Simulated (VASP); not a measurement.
# ZnS (F-43m) in VASP: further runs

Runs on ZnS. Level: r2SCAN. Tasks: single point.

Everything below comes from runs of VASP 6.6.1. Logs are shortened: lines on timing, memory, paths and dates and some standing lists are left out, and cuts for length are marked.

## Step 1: The cell of the first run

Symmetry: F-43m, No. 216, cubic system. Conventional cell: a = 4.977 Å, b = 4.977 Å, c = 4.977 Å, α = 90.00°, β = 90.00°, γ = 90.00°. Zn (site symmetry -43m) has 4 S at 2.15 Å within 2.9 Å. S (site symmetry -43m) has 4 Zn at 2.15 Å within 2.9 Å.

## Step 2: Single point, r2SCAN (strain -0.080 along x and y, -0.080 along z)

POSCAR reads:

```
ZnS
1.0
    0.0000000000      2.4882780000      2.4882780000
    2.4882780000      0.0000000000      2.4882780000
    2.4882780000      2.4882780000      0.0000000000
Zn S
1 1
Direct
    0.0000000000      0.0000000000      0.0000000000
    0.7500000000      0.7500000000      0.7500000000
```

INCAR.step1 reads:

```
ALGO = Normal
EDIFF = 1E-4
ENCUT = 520
GGA = PE
ISMEAR = 0
LASPH = T
LCHARG = F
LREAL = F
LWAVE = T
NBANDS = 16
NELM = 80
PREC = Accurate
SIGMA = 0.05
```

INCAR.step2 reads:

```
ALGO = Normal
EDIFF = 1E-6
ENCUT = 520
ISIF = 2
ISMEAR = 0
ISTART = 1
LASPH = T
LCHARG = F
LMIXTAU = T
LREAL = F
LWAVE = F
METAGGA = R2SCAN
NBANDS = 16
NELM = 80
PREC = Accurate
SIGMA = 0.05
```

KPOINTS reads:

```
k-points
0
Gamma
  8 8 8
```

Potentials or basis: VASP PAW PBE potentials, release 64 (Zn, S).

Started as:

```console
cat potpaw_PBE.64/Zn/POTCAR potpaw_PBE.64/S/POTCAR > POTCAR
cp INCAR.step1 INCAR
mpirun -np 1 vasp_std > vasp.out
cp INCAR.step2 INCAR
mpirun -np 1 vasp_std > vasp.out
```

OUTCAR:

```text
EDIFF = 1E-6
   ENCUT = 520
   ISIF = 2
   ISMEAR = 0
   ISTART = 1
   LASPH = T
   LREAL = F
   METAGGA = R2SCAN
   NELM = 80
   PREC = Accurate

 ion  position               nearest neighbor table
   1  0.000  0.000  0.000-   2 2.15   2 2.15   2 2.15   2 2.15
   2  0.750  0.750  0.750-   1 2.15   1 2.15   1 2.15   1 2.15

  LATTYP: Found a face centered cubic cell.
 ALAT       =     4.9765560000

  Lattice vectors:

 A1 = (   0.0000000000,   2.4882780000,   2.4882780000)
 A2 = (   2.4882780000,   0.0000000000,   2.4882780000)
 A3 = (   2.4882780000,   2.4882780000,   0.0000000000)

Analysis of symmetry for initial positions (statically):
=====================================================================
 Subroutine PRICEL returns:
 Original cell was already a primitive cell.

 Routine SETGRP: Setting up the symmetry group for a
 face centered cubic supercell.

 Subroutine GETGRP returns: Found 24 space group operations
 (whereof 24 operations were pure point group operations)
 out of a pool of 48 trial point group operations.

The static configuration has the point symmetry T_d .

Analysis of symmetry for dynamics (positions and initial velocities):
=====================================================================
 Subroutine PRICEL returns:
 Original cell was already a primitive cell.

 Routine SETGRP: Setting up the symmetry group for a
 face centered cubic supercell.

 Subroutine GETGRP returns: Found 24 space group operations
 (whereof 24 operations were pure point group operations)
 out of a pool of 48 trial point group operations.

The dynamic configuration has the point symmetry T_d .

 Subroutine INISYM returns: Found 24 space group operations
 (whereof 24 operations are pure point group operations),
 and found     1 'primitive' translations

----------------------------------------------------------------------------------------

                                     Primitive cell

  volume of cell :      30.8125

  direct lattice vectors                    reciprocal lattice vectors
     0.000000000  2.488278000  2.488278000    -0.200942178  0.200942178  0.200942178
     2.488278000  0.000000000  2.488278000     0.200942178 -0.200942178  0.200942178
     2.488278000  2.488278000  0.000000000     0.200942178  0.200942178 -0.200942178

  length of vectors
     3.518956495  3.518956495  3.518956495     0.348042061  0.348042061  0.348042061

  position of ions in fractional coordinates (direct lattice)
     0.000000000  0.000000000  0.000000000
     0.750000000  0.750000000  0.750000000

  ion indices of the primitive-cell ions
   primitive index   ion index
                 1           1
                 2           2

----------------------------------------------------------------------------------------

 KPOINTS: k-points

Automatic generation of k-mesh.
 Grid dimensions read from file:
 generate k-points for:    8    8    8

 Generating k-lattice:

  Cartesian coordinates                     Fractional coordinates (reciprocal lattice)
    -0.025117772  0.025117772  0.025117772     0.125000000  0.000000000  0.000000000
     0.025117772 -0.025117772  0.025117772     0.000000000  0.125000000  0.000000000
     0.025117772  0.025117772 -0.025117772     0.000000000  0.000000000  0.125000000

  Length of vectors
     0.043505258  0.043505258  0.043505258

  Shift w.r.t. Gamma in fractional coordinates (k-lattice)
     0.000000000  0.000000000  0.000000000

 Subroutine IBZKPT returns following result:
 ===========================================

 Found     29 irreducible k-points:

 Following reciprocal coordinates:
            Coordinates               Weight
  0.000000  0.000000  0.000000      1.000000
  0.125000  0.000000  0.000000      8.000000
  0.250000  0.000000  0.000000      8.000000
  0.375000  0.000000  0.000000      8.000000
  0.500000  0.000000  0.000000      4.000000
  0.125000  0.125000  0.000000      6.000000
[... 16 lines left out ...]
  0.500000  0.250000  0.125000     48.000000
 -0.375000  0.250000  0.125000     24.000000
 [... further k-points ...]
   k-points           NKPTS =     29   k-points in BZ     NKDIM =     29   number of bands    NBANDS=     16
   number of dos      NEDOS =    301   number of ions     NIONS =      2
   total plane-waves  NPLWV =  21952
   dimension x,y,z NGX =    28 NGY =   28 NGZ =   28
   dimension x,y,z NGXF=    56 NGYF=   56 NGZF=   56
   ions per type =               1   1
   NGX,Y,Z   is equivalent  to a cutoff of  13.23, 13.23, 13.23 a.u.
   NGXF,Y,Z  is equivalent  to a cutoff of  26.46, 26.46, 26.46 a.u.
 SYSTEM =  unknown system
   PREC   = accura    normal or accurate (medium, high low for compatibility)
   ISTART =      1    job   : 0-new  1-cont  2-samecut
   ICHARG =      0    charge: 1-file 2-atom 10-const
   ISPIN  =      1    spin polarized calculation?
   LNONCOLLINEAR =      F non collinear calculations
   LSORBIT =      F    spin-orbit coupling
   LASPH  =      T    aspherical Exc in radial PAW
   ENCUT  =  520.0 eV  38.22 Ry    6.18 a.u.   6.54  6.54  6.54*2*pi/ulx,y,z
   NELM   =     80;   NELMIN=  2; NELMDL=  0     # of ELM steps
   EDIFF  = 0.1E-05   stopping-criterion for ELM
   LREAL  =      F    real-space projection
   EDIFFG = 0.1E-04   stopping-criterion for IOM
   NSW    =      0    number of steps for IOM
   IBRION =     -1    ionic relax: 0-MD 1-quasi-New 2-CG
   NFREE  =      0    steps in history (QN), initial steepest desc. (CG)
   ISIF   =      2    stress and relaxation
   ISYM   =      2    0-nonsym 1-usesym 2-fastsym
   POTIM  = 0.5000    time-step for ionic-motion
   TEBEG  =    0.0;   TEEND  =   0.0 temperature during run
   PSTRESS=    0.0 pullay stress
   NELECT =      18.0000    total number of electrons
   NUPDOWN=      -1.0000    fix difference up-down
   EMIN   =  10.00;   EMAX   =-10.00  energy-range for DOS
   EFERMI =   0.00;   METHOD = LEGACY
   ISMEAR =     0;   SIGMA  =   0.05  broadening in eV -4-tet -1-fermi 0-gaus
   EFERMI_NEDOS =   21; number of points for ismear=-14 and -15
   IALGO  =     38    algorithm
   IMIX   =      4    mixing-type and parameters
     AMIX     =   0.40;   BMIX     =  1.00
     AMIX_MAG =   1.60;   BMIX_MAG =  1.00
  volume/ion in A,a.u.               =      15.41       103.97
  Fermi-wavevector in a.u.,A,eV,Ry     =   1.368538  2.586161 25.482290  1.872895
  Thomas-Fermi vector in A             =   2.494493
   LORBIT       =      0    0 simple, 1 ext, 2 COOP (PROOUT), +10 PAW based schemes
   METAGGA = R2SCAN    functional components
   LHFCALC =     F    Hartree Fock is set to
   AEXX    =    0.0000 exact exchange contribution
   IVDW    =     0    specifies the selected vdW correction
   LEPSILON=     F    determine dielectric tensor
   LRPA    =     F    only Hartree local field effects (RPA)
 non-spin polarized calculation
 Gauss-broadening in eV      SIGMA  =   0.05
  energy-cutoff  :      520.00
  volume of cell :       30.81
 maximum number of plane-waves:       869
 NGX is ok and might be reduce to    28
   NGX = 13   NGY = 13   NGZ = 13

 number of electron      18.0000000 magnetization

 Free energy of the ion-electron system (eV)
  ---------------------------------------------------
  ext. energy  EPLUGINS =         0.00000000
  ---------------------------------------------------
  free energy    TOTEN  =       -18.19908602 eV

  energy without entropy =      -18.19908602  energy(sigma->0) =      -18.19908602

 E-fermi :   4.8146     XC(G=0): -11.6029

 val. band max:        4.5388348040   @ k =   0.0000   0.0000   0.0000
 cond. band min:       7.5978920544   @ k =   0.5000   0.5000   0.0000
 fundamental gap:      3.0590572504
 Fermi energy:         4.8145550566

 k-point     1 :       0.0000    0.0000    0.0000
  band No.  band energies     occupation
      1     -11.2734      2.00000
      2      -3.3523      2.00000
      3      -3.3523      2.00000
      4      -3.3523      2.00000
      5      -2.4468      2.00000
      6      -2.4468      2.00000
[... 8 lines left out ...]
     15      17.0382      0.00000
     16      18.6141      0.00000

 k-point     2 :       0.1250    0.0000    0.0000
  band No.  band energies     occupation
      1     -11.0960      2.00000
      2      -3.3749      2.00000
      3      -3.3169      2.00000
      4      -3.3168      2.00000
      5      -2.4506      2.00000
      6      -2.4506      2.00000
[... 8 lines left out ...]
     15      16.3200      0.00000
     16      19.0899      0.00000

 k-point     3 :       0.2500    0.0000    0.0000
  band No.  band energies     occupation
      1     -10.6218      2.00000
      2      -3.3874      2.00000
      3      -3.2391      2.00000
      4      -3.2391      2.00000
      5      -2.4456      2.00000
      6      -2.4455      2.00000
[... 8 lines left out ...]
     15      16.1478      0.00000
     16      18.1599      0.00000

 k-point     4 :       0.3750    0.0000    0.0000
  band No.  band energies     occupation
      1     -10.0582      2.00000
      2      -3.2345      2.00000
      3      -3.1781      2.00000
      4      -3.1780      2.00000
      5      -2.4133      2.00000
      6      -2.4132      2.00000
[... 8 lines left out ...]
     15      17.6393      0.00000
     16      18.1372      0.00000
[... 324 lines left out ...]
 k-point    22 :       0.3750    0.2500    0.1250
  band No.  band energies     occupation
      1     -10.2425      2.00000
      2      -3.4456      2.00000
      3      -3.1445      2.00000
      4      -3.1046      2.00000
      5      -2.5023      2.00000
      6      -2.3748      2.00000
[... 8 lines left out ...]
     15      18.6719      0.00000
     16      21.4652      0.00000

 k-point    23 :       0.5000    0.2500    0.1250
  band No.  band energies     occupation
      1      -9.7631      2.00000
      2      -3.2863      2.00000
      3      -3.1094      2.00000
      4      -2.9581      2.00000
      5      -2.4338      2.00000
      6      -2.3532      2.00000
[... 8 lines left out ...]
     15      20.0993      0.00000
     16      20.9288      0.00000

 k-point    24 :      -0.3750    0.2500    0.1250
  band No.  band energies     occupation
      1      -9.5404      2.00000
      2      -3.1960      2.00000
      3      -3.0652      2.00000
      4      -2.7105      2.00000
      5      -2.4377      2.00000
      6      -2.1332      2.00000
[... 8 lines left out ...]
     15      19.5672      0.00000
     16      20.9227      0.00000

 [... further k-points ...]
[... 5 lines left out ...]
  --------------------------------------------------------------------------------------
  -------------------------------------------------------------------------------------
  Total        6.1218278      6.1218278      6.1218278      0.0000000      0.0000000      0.0000000
  in kB      318.3207841    318.3207841    318.3207841      0.0000000      0.0000000      0.0000000
  external PRESSURE =     318.3207841 kB  Pullay stress =       0.0000000 kB

 VOLUME and BASIS-vectors are now :
 -----------------------------------------------------------------------------
  energy-cutoff  :      520.00
  volume of cell :       30.81
      direct lattice vectors                 reciprocal lattice vectors
     0.000000000  2.488278000  2.488278000    -0.200942178  0.200942178  0.200942178
     2.488278000  0.000000000  2.488278000     0.200942178 -0.200942178  0.200942178
     2.488278000  2.488278000  0.000000000     0.200942178  0.200942178 -0.200942178

 POSITION                                       TOTAL-FORCE (eV/Angst)
 -----------------------------------------------------------------------------------
      0.00000      0.00000      0.00000         0.000000     -0.000000     -0.000000
      3.73242      3.73242      3.73242        -0.000000      0.000000      0.000000
 -----------------------------------------------------------------------------------
    total drift:                               -0.000039     -0.000039     -0.000039

  FREE ENERGIE OF THE ION-ELECTRON SYSTEM (eV)
  ---------------------------------------------------
  free  energy   TOTEN  =       -18.1990860205 eV

  energy  without entropy=      -18.1990860205  energy(sigma->0) =      -18.19908602
```

It took 36 s on 1 thread of Intel Xeon Platinum 8559C (Emerald Rapids), shared host; peak memory 0.16 GiB.

What came out:

```
Free energy            : -18.1991 eV
Pressure               : 31.8 GPa
Band gap on the k mesh : 3.06 eV, indirect (least direct gap 3.90 eV)
```

Caveat: the cell differs from its parent crystal (strain -0.080 along x and y, -0.080 along z); the PAW data sets were made with another functional, which shifts forces and pressure a little.

## Step 3: Single point, r2SCAN (strain -0.040 along x and y, -0.040 along z)

POSCAR reads:

```
ZnS
1.0
    0.0000000000      2.5964640000      2.5964640000
    2.5964640000      0.0000000000      2.5964640000
    2.5964640000      2.5964640000      0.0000000000
Zn S
1 1
Direct
    0.0000000000      0.0000000000      0.0000000000
    0.7500000000      0.7500000000      0.7500000000
```

INCAR.step1 reads:

```
SYSTEM = ZnS
ALGO = Normal
EDIFF = 1E-4
ENCUT = 520
GGA = PE
ISMEAR = 0
LASPH = .True.
LCHARG = .False.
LREAL = .False.
LWAVE = .True.
NBANDS = 16
NELM = 80
PREC = Accurate
SIGMA = 0.05
```

INCAR.step2 reads:

```
SYSTEM = ZnS
ALGO = Normal
EDIFF = 1E-7
ENCUT = 520
ISIF = 2
ISMEAR = 0
ISTART = 1
LASPH = .True.
LCHARG = .False.
LMIXTAU = .True.
LREAL = .False.
LWAVE = .False.
METAGGA = R2SCAN
NBANDS = 16
NELM = 80
PREC = Accurate
SIGMA = 0.05
```

KPOINTS reads:

```
k-points
0
Gamma
  8 8 8
  0 0 0
```

Potentials or basis: VASP PAW PBE potentials, release 64 (Zn, S).

Started as:

```console
cat potpaw_PBE.64/Zn/POTCAR potpaw_PBE.64/S/POTCAR > POTCAR
cp INCAR.step1 INCAR
mpirun -np 1 vasp_std > vasp.out
cp INCAR.step2 INCAR
mpirun -np 1 vasp_std > vasp.out
```

Wall time 43 s (1 thread of Intel Xeon Platinum 8559C (Emerald Rapids), shared host); peak memory 0.16 GiB.

Results (log left out):

```
Free energy            : -18.7366 eV
Pressure               : 11.2 GPa
Band gap on the k mesh : 3.25 eV, direct
```

Levels at points of the mesh, in eV from the valence-band top:
| k point | band 7 | band 8 | band 9 | band 10 | band 11 | band 12 |
| --- | --- | --- | --- | --- | --- | --- |
| (0.00, 0.00, 0.00) | 0.00 | 0.00 | 0.00 | 3.25 | 6.77 | 6.77 |
| (0.50, 0.00, 0.00) | -6.07 | -1.08 | -1.08 | 4.04 | 7.28 | 7.28 |
| (0.50, 0.50, 0.00) | -5.12 | -2.76 | -2.76 | 3.44 | 4.40 | 12.76 |

Caveat: the cell differs from its parent crystal (strain -0.040 along x and y, -0.040 along z); the PAW data sets were made with another functional, which shifts forces and pressure a little. A k mesh can miss the band edges.
